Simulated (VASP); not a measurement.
Here is a VASP 6.6.1 calculation.

Contents of INCAR:

```
  PREC = Accurate
  ENCUT = 520
  EDIFF = 1E-6
  ISMEAR = 0
  SIGMA = 0.02
  LREAL = False
  LASPH = True
  NELM = 150
  ALGO = Normal
  ISIF = 2
  LWAVE = False
  LCHARG = False
  ISPIN = 2
  MAGMOM = 0 2.42 0 0 0
  LORBIT = 11
  LMAXMIX = 4
  GGA = PS
  NBANDS = 34
```

Contents of KPOINTS:

```
Automatic mesh
0
Gamma
  8 8 8
```

POSCAR

```
RbVF3
1.0
    4.0226424029      0.0000000000      0.0000000000
    0.0000000000      4.0226424029      0.0000000000
    0.0000000000      0.0000000000      4.0226424029
Rb V F
1 1 3
Direct
    0.0000000000      0.0000000000      0.0000000000
    0.5000000000      0.5000000000      0.5000000000
    0.5000000000      0.5000000000      0.0000000000
    0.0000000000      0.5000000000      0.5000000000
    0.5000000000      0.0000000000      0.5000000000
```

Potentials or basis: VASP PAW PBE potentials, release 64 (Rb_sv, V_sv, F).

Run with:

```bash
$ cat potpaw_PBE.64/Rb_sv/POTCAR potpaw_PBE.64/V_sv/POTCAR potpaw_PBE.64/F/POTCAR > POTCAR
$ mpirun -np 1 vasp_std > vasp.out
```

Q: Estimate the net moment.

A: 3.00 μB per cell.

Q: Predict the site moments.

A: Rb +0.01; V +2.64; F +0.03 μB.

Q: Estimate the pressure.

A: 9.5 GPa.

Caveat: the PAW data sets were made with another functional, which shifts forces and pressure a little.
